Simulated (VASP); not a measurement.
# MgBe2SeO2 (P-6m2) in VASP: further runs, part 2 of 2

VASP 6.6.1. The steps go on from the part before.

### Step 4. Single point, PBE

INCAR

```
SYSTEM = MgBe2SeO2
PREC = Accurate
ENCUT = 520
EDIFF = 1E-6
ISMEAR = 0
SIGMA = 0.1
LREAL = .False.
LASPH = .True.
NELM = 100
ALGO = Normal
ISIF = 2
LWAVE = .False.
LCHARG = .False.
GGA = PE
NBANDS = 21
```

KPOINTS

```
Automatic mesh
0
Gamma
  12 12 8
  0 0 0
```

POSCAR

```
MgBe2SeO2
1.0
    3.9857498552      0.0000000000      0.0000000000
   -1.9928749276      3.4517606277      0.0000000000
    0.0000000000      0.0000000000      5.7010000577
Mg Be Se O
1 2 1 2
Direct
    0.3333333333      0.6666666667      0.5000000000
    0.6666666667      0.3333333333      0.0000000000
    0.0000000000      0.0000000000      0.5000000000
    0.3333333333      0.6666666667      0.0000000000
    0.6666666667      0.3333333333      0.2953207934
    0.6666666667      0.3333333333      0.7046792066
```

Potentials or basis: VASP PAW PBE potentials, release 64 (Mg, Be, Se, O).

On the command line:

```console
cat potpaw_PBE.64/Mg/POTCAR potpaw_PBE.64/Be/POTCAR potpaw_PBE.64/Se/POTCAR potpaw_PBE.64/O/POTCAR > POTCAR
mpirun -np 1 vasp_std > vasp.out
```

OUTCAR:

```text
SYSTEM = MgBe2SeO2
   PREC = Accurate
   ENCUT = 520
   EDIFF = 1E-6
   ISMEAR = 0
   LREAL = .False.
   LASPH = .True.
   NELM = 100
   ISIF = 2
   GGA = PE

 ion  position               nearest neighbor table
   1  0.333  0.667  0.500-   3 2.30   3 2.30   3 2.30   5 2.58   6 2.58   5 2.58   6 2.58   6 2.58
                             5 2.58   4 2.85   4 2.85
   2  0.667  0.333  0.000-   5 1.68   6 1.68   4 2.30   4 2.30   4 2.30
   3  0.000  0.000  0.500-   1 2.30   1 2.30   1 2.30
   4  0.333  0.667  0.000-   2 2.30   2 2.30   2 2.30   1 2.85   1 2.85
   5  0.667  0.333  0.295-   2 1.68   1 2.58   1 2.58   1 2.58
   6  0.667  0.333  0.705-   2 1.68   1 2.58   1 2.58   1 2.58

  LATTYP: Found a hexagonal cell.
 ALAT       =     3.9857498552
 C/A-ratio  =     1.4303456727

  Lattice vectors:

 A1 = (   3.9857498552,   0.0000000000,   0.0000000000)
 A2 = (  -1.9928749276,   3.4517606277,   0.0000000000)
 A3 = (   0.0000000000,   0.0000000000,   5.7010000577)

Analysis of symmetry for initial positions (statically):
=====================================================================
 Subroutine PRICEL returns:
 Original cell was already a primitive cell.

 Routine SETGRP: Setting up the symmetry group for a
 hexagonal supercell.

 Subroutine GETGRP returns: Found 12 space group operations
 (whereof 12 operations were pure point group operations)
 out of a pool of 24 trial point group operations.

The static configuration has the point symmetry D_3h.

Analysis of symmetry for dynamics (positions and initial velocities):
=====================================================================
 Subroutine PRICEL returns:
 Original cell was already a primitive cell.

 Routine SETGRP: Setting up the symmetry group for a
 hexagonal supercell.

 Subroutine GETGRP returns: Found 12 space group operations
 (whereof 12 operations were pure point group operations)
 out of a pool of 24 trial point group operations.

The dynamic configuration has the point symmetry D_3h.

 Subroutine INISYM returns: Found 12 space group operations
 (whereof 12 operations are pure point group operations),
 and found     1 'primitive' translations

----------------------------------------------------------------------------------------

                                     Primitive cell

  volume of cell :      78.4335

  direct lattice vectors                    reciprocal lattice vectors
     3.985749855  0.000000000  0.000000000     0.250893818  0.144853614  0.000000000
    -1.992874928  3.451760628  0.000000000     0.000000000  0.289707227  0.000000000
     0.000000000  0.000000000  5.701000058     0.000000000  0.000000000  0.175407821

  length of vectors
     3.985749855  3.985749855  5.701000058     0.289707227  0.289707227  0.175407821

  position of ions in fractional coordinates (direct lattice)
     0.333333333  0.666666667  0.500000000
     0.666666667  0.333333333  0.000000000
     0.000000000  0.000000000  0.500000000
     0.333333333  0.666666667  0.000000000
     0.666666667  0.333333333  0.295320793
     0.666666667  0.333333333  0.704679207

  ion indices of the primitive-cell ions
   primitive index   ion index
[... 26 lines left out ...]
     0.000000000  0.000000000  0.000000000

 Subroutine IBZKPT returns following result:
 ===========================================

 Found     95 irreducible k-points:

 Following reciprocal coordinates:
            Coordinates               Weight
  0.000000  0.000000  0.000000      1.000000
  0.083333  0.000000  0.000000      6.000000
  0.166667 -0.000000  0.000000      6.000000
  0.250000 -0.000000  0.000000      6.000000
  0.333333 -0.000000  0.000000      6.000000
  0.416667  0.000000  0.000000      6.000000
[... 16 lines left out ...]
  0.250000 -0.000000  0.125000     12.000000
  0.333333 -0.000000  0.125000     12.000000
 [... further k-points ...]
   k-points           NKPTS =     95   k-points in BZ     NKDIM =     95   number of bands    NBANDS=     21
   number of dos      NEDOS =    301   number of ions     NIONS =      6
   total plane-waves  NPLWV =  37800
   dimension x,y,z NGX =    30 NGY =   30 NGZ =   42
   dimension x,y,z NGXF=    60 NGYF=   60 NGZF=   84
   ions per type =               1   2   1   2
   NGX,Y,Z   is equivalent  to a cutoff of  12.51, 12.51, 12.25 a.u.
   NGXF,Y,Z  is equivalent  to a cutoff of  25.03, 25.03, 24.50 a.u.
 SYSTEM =  MgBe2SeO2
   PREC   = accura    normal or accurate (medium, high low for compatibility)
   ISTART =      0    job   : 0-new  1-cont  2-samecut
   ICHARG =      2    charge: 1-file 2-atom 10-const
   ISPIN  =      1    spin polarized calculation?
   LNONCOLLINEAR =      F non collinear calculations
   LSORBIT =      F    spin-orbit coupling
   LASPH  =      T    aspherical Exc in radial PAW
   ENCUT  =  520.0 eV  38.22 Ry    6.18 a.u.   7.41  7.41 10.60*2*pi/ulx,y,z
   NELM   =    100;   NELMIN=  2; NELMDL= -5     # of ELM steps
   EDIFF  = 0.1E-05   stopping-criterion for ELM
   LREAL  =      F    real-space projection
   EDIFFG = 0.1E-04   stopping-criterion for IOM
   NSW    =      0    number of steps for IOM
   IBRION =     -1    ionic relax: 0-MD 1-quasi-New 2-CG
   NFREE  =      0    steps in history (QN), initial steepest desc. (CG)
   ISIF   =      2    stress and relaxation
   ISYM   =      2    0-nonsym 1-usesym 2-fastsym
   POTIM  = 0.5000    time-step for ionic-motion
   TEBEG  =    0.0;   TEEND  =   0.0 temperature during run
   PSTRESS=    0.0 pullay stress
   NELECT =      24.0000    total number of electrons
   NUPDOWN=      -1.0000    fix difference up-down
   EMIN   =  10.00;   EMAX   =-10.00  energy-range for DOS
   EFERMI =   0.00;   METHOD = LEGACY
   ISMEAR =     0;   SIGMA  =   0.10  broadening in eV -4-tet -1-fermi 0-gaus
   EFERMI_NEDOS =   21; number of points for ismear=-14 and -15
   IALGO  =     38    algorithm
   IMIX   =      4    mixing-type and parameters
     AMIX     =   0.40;   BMIX     =  1.00
     AMIX_MAG =   1.60;   BMIX_MAG =  1.00
  volume/ion in A,a.u.               =      13.07        88.22
  Fermi-wavevector in a.u.,A,eV,Ry     =   1.103176  2.084700 16.558242  1.216996
  Thomas-Fermi vector in A             =   2.239630
   LORBIT       =      0    0 simple, 1 ext, 2 COOP (PROOUT), +10 PAW based schemes
   GGA     = PE    functional components
   LHFCALC =     F    Hartree Fock is set to
   AEXX    =    0.0000 exact exchange contribution
   IVDW    =     0    specifies the selected vdW correction
   LEPSILON=     F    determine dielectric tensor
   LRPA    =     F    only Hartree local field effects (RPA)
 non-spin polarized calculation
 Gauss-broadening in eV      SIGMA  =   0.10
  energy-cutoff  :      520.00
  volume of cell :       78.43
 maximum number of plane-waves:      2145
 NGX is ok and might be reduce to    30
   NGX = 15   NGY = 15   NGZ = 21

 number of electron      23.9999999 magnetization

 Free energy of the ion-electron system (eV)
  ---------------------------------------------------
  ext. energy  EPLUGINS =         0.00000000
  ---------------------------------------------------
  free energy    TOTEN  =       -23.56713835 eV

  energy without entropy =      -23.56136281  energy(sigma->0) =      -23.56425058

 E-fermi :   3.5308     XC(G=0):  -9.8250

 val. band max:        3.5230047519   @ k =   0.2500   0.2500   0.0000
 cond. band min:       3.5474076463   @ k =   0.0833   0.0833   0.1250
 fundamental gap:      0.0244028944
 Fermi energy:         3.5308450680

 k-point     1 :       0.0000    0.0000    0.0000
  band No.  band energies     occupation
      1     -14.6165      2.00000
      2     -13.7753      2.00000
      3      -8.7369      2.00000
      4      -2.0985      2.00000
      5      -0.3242      2.00000
      6      -0.3242      2.00000
[... 565 lines left out ...]
     20      12.8419      0.00000
     21      13.4505      0.00000

 [... further k-points ...]
[... 5 lines left out ...]
  --------------------------------------------------------------------------------------
  -------------------------------------------------------------------------------------
  Total       -0.0450551     -0.0450551      0.0480377      0.0000000      0.0000000      0.0000000
  in kB       -0.9203497     -0.9203497      0.9812765      0.0000000      0.0000000      0.0000000
  external PRESSURE =      -0.2864743 kB  Pullay stress =       0.0000000 kB

 VOLUME and BASIS-vectors are now :
 -----------------------------------------------------------------------------
  energy-cutoff  :      520.00
  volume of cell :       78.43
      direct lattice vectors                 reciprocal lattice vectors
     3.985749855  0.000000000  0.000000000     0.250893818  0.144853614  0.000000000
    -1.992874928  3.451760628  0.000000000     0.000000000  0.289707227  0.000000000
     0.000000000  0.000000000  5.701000058     0.000000000  0.000000000  0.175407821

 POSITION                                       TOTAL-FORCE (eV/Angst)
 -----------------------------------------------------------------------------------
     -0.00000      2.30117      2.85050         0.000000     -0.000000     -0.000000
      1.99287      1.15059      0.00000         0.000000     -0.000000     -0.000000
      0.00000      0.00000      2.85050         0.000000     -0.000000     -0.000000
     -0.00000      2.30117      0.00000         0.000000     -0.000000     -0.000000
      1.99287      1.15059      1.68362        -0.000000      0.000000      0.032674
      1.99287      1.15059      4.01738        -0.000000      0.000000     -0.032674
 -----------------------------------------------------------------------------------
    total drift:                               -0.000000      0.000000      0.000000

  FREE ENERGIE OF THE ION-ELECTRON SYSTEM (eV)
  ---------------------------------------------------
  free  energy   TOTEN  =       -23.5671383517 eV

  energy  without entropy=      -23.5613628129  energy(sigma->0) =      -23.56425058
```

stdout:

```text
POSCAR found type information on POSCAR MgBeSeO
 POSCAR found :  4 types and       6 ions
 scaLAPACK will be used
 LDA part: xc-table for (Slater+PW92), standard interpolation
 POSCAR, INCAR and KPOINTS ok, starting setup
 FFT: planning ... GRIDC
 FFT: planning ... GRID_SOFT
 FFT: planning ... GRID
 WAVECAR not read
 entering main loop
```

Run time: 70 s. Hardware: 1 thread of AMD EPYC 9R45 (Zen 5), shared host; peak memory 0.28 GiB.

What came out:

```
Free energy            : -23.5671 eV
Pressure               : 0.0 GPa
Largest force          : 0.033 eV/Å
Band gap on the k mesh : zero (band 12 reaches 3.68 eV, above the bottom of band 13 at 2.68 eV)
```

Forces in eV/Å, atoms in the order of the input:
```
Mg   0.000  0.000  0.000
Be   0.000  0.000  0.000
Be   0.000  0.000  0.000
Se   0.000  0.000  0.000
O    0.000  0.000  0.033
O    0.000  0.000 -0.033
```

### Step 5. Overview

```csv
cell,k mesh,gap on the mesh (eV),pressure (GPa),largest force (eV/Å)
"a = 3.983, b = 3.983, c = 5.707 Å, angles 90.0, 90.0, 120.0°, 6 atoms",6 × 6 × 4,none,0.0,0.03
"a = 4.126, b = 4.126, c = 6.475 Å, angles 90.0, 90.0, 120.0°, 6 atoms",6 × 6 × 4,none,-8.0,0.99
"a = 3.986, b = 3.986, c = 5.701 Å, angles 90.0, 90.0, 120.0°, 6 atoms",12 × 12 × 8,none,0.0,0.03
```

Alike in all rows: task single point; level PBE; potentials or basis VASP PAW PBE potentials, release 64 (Mg, Be, Se, O); no spin polarisation; cutoff (eV) 520; smearing gaussian 0.1 eV.

Absolute energies hang on the potentials; compare differences alone.
